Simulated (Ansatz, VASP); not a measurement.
## One calculation of SnGe7, two programs

```xyz
8
Lattice="5.7915 0.0000 0.0000 0.0000 -5.7915 0.0000 0.0000 0.0000 -5.7915" Properties=species:S:1:pos:R:3 pbc="T T T"
Ge   -0.0492   -2.8465   -2.8465
Ge    2.9449   -0.0492   -2.8465
Ge    2.9449   -2.8465   -0.0492
Ge   -0.0492   -0.0492   -0.0492
Ge    1.4479   -1.4479   -1.4479
Ge    4.3436   -4.3436   -1.4479
Ge    4.3436   -1.4479   -4.3436
Sn    1.4479   -4.3436   -4.3436
```

Alike in both runs: functional PBEsol; k mesh 6 × 6 × 6; occupations gaussian, width 0.1 eV; no spin polarisation.

Ansatz relaxed the structure, and its values are those at the end. VASP's run is a single point on that final structure, the one shown.

|  | VASP | Ansatz |
| --- | --- | --- |
| version | VASP 6.6.1 | Ansatz 0.2.0 |
| potentials or method | VASP PAW PBE potentials, release 64 (Ge_d, Sn_d), cutoff 520 eV | scalar-relativistic, plane waves, PAW |
| valence electrons in the cell | 112 | 112 |

Ansatz gave:

```
gap on the k mesh at the Fermi level (eV) : none
pressure (GPa)                            : 0.0
```

Q: Which values does VASP return?

A: gap on the k mesh at the Fermi level (eV): none; pressure (GPa): -0.1.

VASP's potentials were made for PBE, not for PBEsol. A gap of «none» marks a metal or a gap that the smearing closes.
